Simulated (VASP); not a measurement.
**SiC: single point with PBE**

SiC:

```
CELL_PARAMETERS angstrom
-6.18824 5.35917 0.00000
6.18824 5.35917 0.00000
0.00000 0.00000 -10.12934
ATOMIC_POSITIONS crystal
Si 0.95833 0.20833 0.06216
Si 0.33333 0.33333 0.06216
Si 0.70833 0.45833 0.06216
Si 0.08333 0.58333 0.06216
Si 0.45833 0.70833 0.06216
Si 0.83333 0.83333 0.06216
Si 0.20833 0.95833 0.06216
Si 0.58333 0.08333 0.06216
Si 0.16667 0.16667 0.56216
Si 0.54167 0.29167 0.56216
Si 0.91667 0.41667 0.56216
Si 0.29167 0.54167 0.56216
Si 0.66667 0.66667 0.56216
Si 0.04167 0.79167 0.56216
Si 0.41667 0.91667 0.56216
Si 0.79167 0.04167 0.56216
Si 0.00000 0.00000 0.31210
Si 0.37500 0.12500 0.31210
Si 0.75000 0.25000 0.31210
Si 0.12500 0.37500 0.31210
Si 0.50000 0.50000 0.31210
Si 0.87500 0.62500 0.31210
Si 0.25000 0.75000 0.31210
Si 0.62500 0.87500 0.31210
Si 0.12500 0.37500 0.81210
Si 0.50000 0.50000 0.81210
Si 0.87500 0.62500 0.81210
Si 0.25000 0.75000 0.81210
Si 0.62500 0.87500 0.81210
Si 0.00000 0.00000 0.81210
Si 0.37500 0.12500 0.81210
Si 0.75000 0.25000 0.81210
C 0.95833 0.20833 0.25019
C 0.33333 0.33333 0.25019
C 0.70833 0.45833 0.25019
C 0.08333 0.58333 0.25019
C 0.45833 0.70833 0.25019
C 0.83333 0.83333 0.25019
C 0.20833 0.95833 0.25019
C 0.58333 0.08333 0.25019
C 0.16667 0.16667 0.75019
C 0.54167 0.29167 0.75019
C 0.91667 0.41667 0.75019
C 0.29167 0.54167 0.75019
C 0.66667 0.66667 0.75019
C 0.04167 0.79167 0.75019
C 0.41667 0.91667 0.75019
C 0.79167 0.04167 0.75019
C 0.12500 0.37500 0.49955
C 0.50000 0.50000 0.49955
C 0.87500 0.62500 0.49955
C 0.25000 0.75000 0.49955
C 0.62500 0.87500 0.49955
C 0.00000 0.00000 0.49955
C 0.37500 0.12500 0.49955
C 0.75000 0.25000 0.49955
C 0.00000 0.00000 0.99955
C 0.37500 0.12500 0.99955
C 0.75000 0.25000 0.99955
C 0.12500 0.37500 0.99955
C 0.50000 0.50000 0.99955
C 0.87500 0.62500 0.99955
C 0.25000 0.75000 0.99955
C 0.62500 0.87500 0.99955
```

```json
{
  "Program": "VASP 6.6.1",
  "Task": "single point",
  "Functional": "PBE",
  "Potentials or basis": "VASP PAW PBE potentials, release 64 (Si, C)",
  "Cutoff": "520 eV",
  "k mesh": "2 × 2 × 2, shifted",
  "Occupations": "gaussian, width 0.01 eV",
  "Spin": "no spin polarisation"
}
```

| Item | Value |
| --- | --- |
| Pressure | -0.1 GPa |
| Band gap on the k mesh | 2.96 eV |

Forces in eV/Å, atoms in the order of the input:
```
Si   0.000  0.000 -0.001
Si   0.000  0.000 -0.001
Si   0.000  0.000 -0.001
Si   0.000  0.000 -0.001
Si   0.000  0.000 -0.001
Si   0.000  0.000 -0.001
Si   0.000  0.000 -0.001
Si   0.000  0.000 -0.001
Si   0.000  0.000 -0.001
Si   0.000  0.000 -0.001
Si   0.000  0.000 -0.001
Si   0.000  0.000 -0.001
Si   0.000  0.000 -0.001
Si   0.000  0.000 -0.001
Si   0.000  0.000 -0.001
Si   0.000  0.000 -0.001
Si   0.000 -0.001  0.000
Si   0.000 -0.001  0.000
Si   0.000 -0.001  0.000
Si   0.000 -0.001  0.000
Si   0.000 -0.001  0.000
Si   0.000 -0.001  0.000
Si   0.000 -0.001  0.000
Si   0.000 -0.001  0.000
Si   0.000  0.001  0.000
Si   0.000  0.001  0.000
Si   0.000  0.001  0.000
Si   0.000  0.001  0.000
Si   0.000  0.001  0.000
Si   0.000  0.001  0.000
Si   0.000  0.001  0.000
Si   0.000  0.001  0.000
C    0.000  0.003  0.000
C    0.000  0.003  0.000
C    0.000  0.003  0.000
C    0.000  0.003  0.000
C    0.000  0.003  0.000
C    0.000  0.003  0.000
C    0.000  0.003  0.000
C    0.000  0.003  0.000
C    0.000 -0.003  0.000
C    0.000 -0.003  0.000
C    0.000 -0.003  0.000
C    0.000 -0.003  0.000
C    0.000 -0.003  0.000
C    0.000 -0.003  0.000
C    0.000 -0.003  0.000
C    0.000 -0.003  0.000
C    0.000  0.000  0.001
C    0.000  0.000  0.001
C    0.000  0.000  0.001
C    0.000  0.000  0.001
C    0.000  0.000  0.001
C    0.000  0.000  0.001
C    0.000  0.000  0.001
C    0.000  0.000  0.001
C    0.000  0.000  0.001
C    0.000  0.000  0.001
C    0.000  0.000  0.001
C    0.000  0.000  0.001
C    0.000  0.000  0.001
C    0.000  0.000  0.001
C    0.000  0.000  0.001
C    0.000  0.000  0.001
```

Levels at points of the mesh, in eV from the valence-band top:
| k point | band 126 | band 127 | band 128 | band 129 | band 130 | band 131 |
| --- | --- | --- | --- | --- | --- | --- |
| (0.25, 0.25, 0.25) | -0.44 | -0.23 | 0.00 | 2.96 | 3.14 | 3.38 |

It took 5.8 min on 1 thread of Intel(R) Xeon(R) 6975P-C (Granite Rapids), with other jobs on the host, peak memory 0.69 GiB.

Caveat: a shifted mesh leaves out Γ, where band edges can lie. A k mesh can miss the band edges.
